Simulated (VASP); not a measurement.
# ZnS (Sphalerite) (F-43m) in VASP: further runs, part 2 of 3

VASP 6.6.1. Earlier steps stand in the parts before.

## (3) Relaxation of the atoms, PBE (volume scaled by 0.98)

Contents of INCAR:

```
PREC = Accurate ; ENCUT = 520
EDIFF = 1E-6 ; ISMEAR = -1
SIGMA = 0.02 ; LREAL = False
LASPH = True ; NELM = 60
ALGO = Normal ; ISIF = 2
LWAVE = False ; LCHARG = False
GGA = PE ; IBRION = 2
NSW = 80 ; EDIFFG = -0.02
```

Contents of KPOINTS:

```
regular mesh
0
Gamma
  14 14 14
```

Contents of POSCAR:

```
ZnS
1.0
    0.0000000000      2.6890799894      2.6890799894
    2.6890799894      0.0000000000      2.6890799894
    2.6890799894      2.6890799894      0.0000000000
Zn S
1 1
Direct
    0.0000000000      0.0000000000      0.0000000000
    0.2500000000      0.2500000000      0.2500000000
```

Potentials or basis: VASP PAW PBE potentials, release 64 (Zn, S).

Started as:

```sh
$ cat potpaw_PBE.64/Zn/POTCAR potpaw_PBE.64/S/POTCAR > POTCAR
$ mpirun -np 1 vasp_std > vasp.out
```

OUTCAR:

```text
PREC = Accurate
   ENCUT = 520
   EDIFF = 1E-6
   ISMEAR = -1
   LREAL = False
   LASPH = True
   NELM = 60
   ISIF = 2
   GGA = PE
   IBRION = 2
   NSW = 80
   EDIFFG = -0.02

 ion  position               nearest neighbor table
   1  0.000  0.000  0.000-   2 2.33   2 2.33   2 2.33   2 2.33
   2  0.250  0.250  0.250-   1 2.33   1 2.33   1 2.33   1 2.33

  LATTYP: Found a face centered cubic cell.
 ALAT       =     5.3781599788

  Lattice vectors:

 A1 = (   0.0000000000,   2.6890799894,   2.6890799894)
 A2 = (   2.6890799894,   0.0000000000,   2.6890799894)
 A3 = (   2.6890799894,   2.6890799894,   0.0000000000)

Analysis of symmetry for initial positions (statically):
=====================================================================
 Subroutine PRICEL returns:
 Original cell was already a primitive cell.

 Routine SETGRP: Setting up the symmetry group for a
 face centered cubic supercell.

 Subroutine GETGRP returns: Found 24 space group operations
 (whereof 24 operations were pure point group operations)
 out of a pool of 48 trial point group operations.

The static configuration has the point symmetry T_d .

Analysis of symmetry for dynamics (positions and initial velocities):
=====================================================================
 Subroutine PRICEL returns:
 Original cell was already a primitive cell.

 Routine SETGRP: Setting up the symmetry group for a
 face centered cubic supercell.

 Subroutine GETGRP returns: Found 24 space group operations
 (whereof 24 operations were pure point group operations)
 out of a pool of 48 trial point group operations.

The dynamic configuration has the point symmetry T_d .

 Subroutine INISYM returns: Found 24 space group operations
 (whereof 24 operations are pure point group operations),
 and found     1 'primitive' translations

----------------------------------------------------------------------------------------

                                     Primitive cell

  volume of cell :      38.8903

  direct lattice vectors                    reciprocal lattice vectors
     0.000000000  2.689079989  2.689079989    -0.185937199  0.185937199  0.185937199
     2.689079989  0.000000000  2.689079989     0.185937199 -0.185937199  0.185937199
     2.689079989  2.689079989  0.000000000     0.185937199  0.185937199 -0.185937199

  length of vectors
     3.802933391  3.802933391  3.802933391     0.322052675  0.322052675  0.322052675

  position of ions in fractional coordinates (direct lattice)
     0.000000000  0.000000000  0.000000000
     0.250000000  0.250000000  0.250000000

  ion indices of the primitive-cell ions
   primitive index   ion index
                 1           1
                 2           2

----------------------------------------------------------------------------------------

 KPOINTS: regular mesh

Automatic generation of k-mesh.
 Grid dimensions read from file:
 generate k-points for:   14   14   14

 Generating k-lattice:

  Cartesian coordinates                     Fractional coordinates (reciprocal lattice)
    -0.013281228  0.013281228  0.013281228     0.071428571  0.000000000  0.000000000
     0.013281228 -0.013281228  0.013281228     0.000000000  0.071428571  0.000000000
     0.013281228  0.013281228 -0.013281228     0.000000000  0.000000000  0.071428571

  Length of vectors
     0.023003762  0.023003762  0.023003762

  Shift w.r.t. Gamma in fractional coordinates (k-lattice)
     0.000000000  0.000000000  0.000000000

 Subroutine IBZKPT returns following result:
 ===========================================

 Found    104 irreducible k-points:

 Following reciprocal coordinates:
            Coordinates               Weight
  0.000000  0.000000  0.000000      1.000000
  0.071429  0.000000  0.000000      8.000000
  0.142857  0.000000  0.000000      8.000000
  0.214286  0.000000  0.000000      8.000000
  0.285714  0.000000  0.000000      8.000000
  0.357143  0.000000  0.000000      8.000000
[... 16 lines left out ...]
  0.214286  0.142857  0.000000     24.000000
  0.285714  0.142857  0.000000     24.000000
 [... further k-points ...]
   k-points           NKPTS =    104   k-points in BZ     NKDIM =    104   number of bands    NBANDS=     13
   number of dos      NEDOS =    301   number of ions     NIONS =      2
   total plane-waves  NPLWV =  21952
   dimension x,y,z NGX =    28 NGY =   28 NGZ =   28
   dimension x,y,z NGXF=    56 NGYF=   56 NGZF=   56
   ions per type =               1   1
   NGX,Y,Z   is equivalent  to a cutoff of  12.24, 12.24, 12.24 a.u.
   NGXF,Y,Z  is equivalent  to a cutoff of  24.48, 24.48, 24.48 a.u.
 SYSTEM =  unknown system
   PREC   = accura    normal or accurate (medium, high low for compatibility)
   ISTART =      0    job   : 0-new  1-cont  2-samecut
   ICHARG =      2    charge: 1-file 2-atom 10-const
   ISPIN  =      1    spin polarized calculation?
   LNONCOLLINEAR =      F non collinear calculations
   LSORBIT =      F    spin-orbit coupling
   LASPH  =      T    aspherical Exc in radial PAW
   ENCUT  =  520.0 eV  38.22 Ry    6.18 a.u.   7.07  7.07  7.07*2*pi/ulx,y,z
   NELM   =     60;   NELMIN=  2; NELMDL= -5     # of ELM steps
   EDIFF  = 0.1E-05   stopping-criterion for ELM
   LREAL  =      F    real-space projection
   EDIFFG = -.2E-01   stopping-criterion for IOM
   NSW    =     80    number of steps for IOM
   IBRION =      2    ionic relax: 0-MD 1-quasi-New 2-CG
   NFREE  =      1    steps in history (QN), initial steepest desc. (CG)
   ISIF   =      2    stress and relaxation
   ISYM   =      2    0-nonsym 1-usesym 2-fastsym
   POTIM  = 0.5000    time-step for ionic-motion
   TEBEG  =    0.0;   TEEND  =   0.0 temperature during run
   PSTRESS=    0.0 pullay stress
   NELECT =      18.0000    total number of electrons
   NUPDOWN=      -1.0000    fix difference up-down
   EMIN   =  10.00;   EMAX   =-10.00  energy-range for DOS
   EFERMI =   0.00;   METHOD = LEGACY
   ISMEAR =    -1;   SIGMA  =   0.02  broadening in eV -4-tet -1-fermi 0-gaus
   EFERMI_NEDOS =   21; number of points for ismear=-14 and -15
   IALGO  =     38    algorithm
   IMIX   =      4    mixing-type and parameters
     AMIX     =   0.40;   BMIX     =  1.00
     AMIX_MAG =   1.60;   BMIX_MAG =  1.00
  volume/ion in A,a.u.               =      19.45       131.22
  Fermi-wavevector in a.u.,A,eV,Ry     =   1.266345  2.393045 21.818697  1.603629
  Thomas-Fermi vector in A             =   2.399550
   LORBIT       =      0    0 simple, 1 ext, 2 COOP (PROOUT), +10 PAW based schemes
   GGA     = PE    functional components
   LHFCALC =     F    Hartree Fock is set to
   AEXX    =    0.0000 exact exchange contribution
   IVDW    =     0    specifies the selected vdW correction
   LEPSILON=     F    determine dielectric tensor
   LRPA    =     F    only Hartree local field effects (RPA)
 conjugate gradient relaxation of ions
 non-spin polarized calculation
  energy-cutoff  :      520.00
  volume of cell :       38.89
 maximum number of plane-waves:      1059
   NGX = 15   NGY = 15   NGZ = 15

 number of electron      18.0000009 magnetization

 Free energy of the ion-electron system (eV)
  ---------------------------------------------------
  ext. energy  EPLUGINS =         0.00000000
  ---------------------------------------------------
  free energy    TOTEN  =        -6.83910365 eV

  energy without entropy =       -6.83910365  energy(sigma->0) =       -6.83910365

 E-fermi :   2.6767     XC(G=0):  -9.6980

 val. band max:        2.2420702760   @ k =   0.0000   0.0000   0.0000
 cond. band min:       4.4198190458   @ k =   0.0000   0.0000   0.0000
 fundamental gap:      2.1777487698
 Fermi energy:         2.6767375815

 k-point     1 :       0.0000    0.0000    0.0000
  band No.  band energies     occupation
      1     -10.9995      2.00000
      2      -4.1555      2.00000
      3      -4.1555      2.00000
      4      -4.1555      2.00000
      5      -3.6400      2.00000
      6      -3.6400      2.00000
      7       2.2421      2.00000
      8       2.2421      2.00000
      9       2.2421      2.00000
     10       4.4198      0.00000
     11       8.6283      0.00000
     12       8.6283      0.00000
     13       8.6283      0.00000
[... 353 lines left out ...]
 k-point    24 :       0.2857    0.1429    0.0000
  band No.  band energies     occupation
      1     -10.4829      2.00000
      2      -4.1639      2.00000
      3      -4.0427      2.00000
      4      -4.0387      2.00000
      5      -3.6663      2.00000
      6      -3.6118      2.00000
      7      -0.5272      2.00000
      8       1.2702      2.00000
      9       1.3053      2.00000
     10       6.5150      0.00000
     11       7.7830      0.00000
     12       9.7241      0.00000
     13      10.0796      0.00000

 [... further k-points ...]
[... 5 lines left out ...]
  --------------------------------------------------------------------------------------
  -------------------------------------------------------------------------------------
  Total        0.7101001      0.7101001      0.7101001      0.0000000     -0.0000000     -0.0000000
  in kB       29.2542506     29.2542506     29.2542506      0.0000000     -0.0000000     -0.0000000
  external PRESSURE =      29.2542506 kB  Pullay stress =       0.0000000 kB

 VOLUME and BASIS-vectors are now :
 -----------------------------------------------------------------------------
  energy-cutoff  :      520.00
  volume of cell :       38.89
      direct lattice vectors                 reciprocal lattice vectors
     0.000000000  2.689079989  2.689079989    -0.185937199  0.185937199  0.185937199
     2.689079989  0.000000000  2.689079989     0.185937199 -0.185937199  0.185937199
     2.689079989  2.689079989  0.000000000     0.185937199  0.185937199 -0.185937199

 POSITION                                       TOTAL-FORCE (eV/Angst)
 -----------------------------------------------------------------------------------
      0.00000      0.00000      0.00000         0.000000      0.000000      0.000000
      1.34454      1.34454      1.34454        -0.000000     -0.000000     -0.000000
 -----------------------------------------------------------------------------------
    total drift:                                0.000001      0.000001      0.000001

  FREE ENERGIE OF THE ION-ELECTRON SYSTEM (eV)
  ---------------------------------------------------
  free  energy   TOTEN  =        -6.8391036524 eV

  energy  without entropy=       -6.8391036524  energy(sigma->0) =       -6.83910365

 reached required accuracy - stopping structural energy minimisation
```

CONTCAR:

```text
ZnS
   1.00000000000000
     0.0000000000000000    2.6890799894000001    2.6890799894000001
     2.6890799894000001    0.0000000000000000    2.6890799894000001
     2.6890799894000001    2.6890799894000001    0.0000000000000000
  Zn              S
     1     1
Direct
     0.0000000000000000    0.0000000000000000    0.0000000000000000
     0.2500000000000000    0.2500000000000000    0.2500000000000000

  0.00000000E+00  0.00000000E+00  0.00000000E+00
  0.00000000E+00  0.00000000E+00  0.00000000E+00
```

It took 40 s on 1 thread of Intel Xeon 6975P-C, shared host; peak memory 0.19 GiB.

What came out:

```
Free energy             : -6.8391 eV
Pressure after relaxing : 2.9 GPa
Band gap on the k mesh  : 2.18 eV, direct
```

Final structure:
```xyz
2
Lattice="0.0000 2.6891 2.6891 2.6891 0.0000 2.6891 2.6891 2.6891 0.0000" Properties=species:S:1:pos:R:3 pbc="T T T"
Zn    0.0000    0.0000    0.0000
S     1.3445    1.3445    1.3445
```

Levels at points of the mesh, in eV from the valence-band top:
```
           k point  band 7  band 8  band 9  band 10  band 11  band 12
(0.00, 0.00, 0.00)    0.00    0.00    0.00     2.18     6.39     6.39
(0.50, 0.00, 0.00)   -5.39   -0.89   -0.89     3.34     6.92     6.92
(0.50, 0.50, 0.00)   -4.61   -2.27   -2.27     3.37     4.07    11.08
```

Caveat: the relaxation stopped at its first step, so nothing moved. A k mesh can miss the band edges.

## (4) Single point, PBE (volume scaled by 0.94, then relaxed in part)

Contents of INCAR:

```
SYSTEM = ZnS
ALGO = Normal
EDIFF = 1E-6
ENCUT = 520
GGA = PE
ISIF = 2
ISMEAR = -1
LASPH = .TRUE.
LCHARG = .FALSE.
LREAL = .FALSE.
LWAVE = .FALSE.
NBANDS = 16
NELM = 80
PREC = Accurate
SIGMA = 0.02
```

Contents of KPOINTS:

```
k-points
0
G
  14 14 14
  0 0 0
```

Contents of POSCAR:

```
ZnS
1.0
    0.0000000000      2.6519844928      2.6519844928
    2.6519844928      0.0000000000      2.6519844928
    2.6519844928      2.6519844928      0.0000000000
Zn S
1 1
Direct
    0.0000000000      0.0000000000      0.0000000000
    0.2500000000      0.2500000000      0.2500000000
```

Potentials or basis: VASP PAW PBE potentials, release 64 (Zn, S).

Started as:

```sh
$ cat potpaw_PBE.64/Zn/POTCAR potpaw_PBE.64/S/POTCAR > POTCAR
$ mpirun -np 1 vasp_std > vasp.out
```

OUTCAR:

```text
SYSTEM = ZnS
   EDIFF = 1E-6
   ENCUT = 520
   GGA = PE
   ISIF = 2
   ISMEAR = -1
   LASPH = .TRUE.
   LREAL = .FALSE.
   NELM = 80
   PREC = Accurate

 ion  position               nearest neighbor table
   1  0.000  0.000  0.000-   2 2.30   2 2.30   2 2.30   2 2.30
   2  0.250  0.250  0.250-   1 2.30   1 2.30   1 2.30   1 2.30

  LATTYP: Found a face centered cubic cell.
 ALAT       =     5.3039689856

  Lattice vectors:

 A1 = (   0.0000000000,   2.6519844928,   2.6519844928)
 A2 = (   2.6519844928,   0.0000000000,   2.6519844928)
 A3 = (   2.6519844928,   2.6519844928,   0.0000000000)

[... 623 lines left out ...]
      5      -3.3954      2.00000
      6      -3.3335      2.00000
[... 8 lines left out ...]
     15      14.8830      0.00000
     16      16.6769      0.00000

 [... further k-points ...]
[... 5 lines left out ...]
  --------------------------------------------------------------------------------------
  -------------------------------------------------------------------------------------
  Total        1.5316816      1.5316816      1.5316816      0.0000000      0.0000000      0.0000000
  in kB       65.7864024     65.7864024     65.7864024      0.0000000      0.0000000      0.0000000
  external PRESSURE =      65.7864024 kB  Pullay stress =       0.0000000 kB

 VOLUME and BASIS-vectors are now :
 -----------------------------------------------------------------------------
  energy-cutoff  :      520.00
  volume of cell :       37.30
      direct lattice vectors                 reciprocal lattice vectors
     0.000000000  2.651984493  2.651984493    -0.188538056  0.188538056  0.188538056
     2.651984493  0.000000000  2.651984493     0.188538056 -0.188538056  0.188538056
     2.651984493  2.651984493  0.000000000     0.188538056  0.188538056 -0.188538056

 POSITION                                       TOTAL-FORCE (eV/Angst)
 -----------------------------------------------------------------------------------
      0.00000      0.00000      0.00000        -0.000000     -0.000000     -0.000000
      1.32599      1.32599      1.32599         0.000000      0.000000      0.000000
 -----------------------------------------------------------------------------------
    total drift:                                0.000002      0.000002      0.000002

  FREE ENERGIE OF THE ION-ELECTRON SYSTEM (eV)
  ---------------------------------------------------
  free  energy   TOTEN  =        -6.7922293535 eV

  energy  without entropy=       -6.7922293535  energy(sigma->0) =       -6.79222935
```

Run time: 2 min. Hardware: 1 thread of AMD EPYC 7R13, shared host; peak memory 0.17 GiB.

Results:

```yaml
Free_energy: -6.7922 eV
Pressure: 6.6 GPa
Band_gap_on_the_k_mesh: 2.36 eV, direct
```

(Part 2 of 3 ends here.)
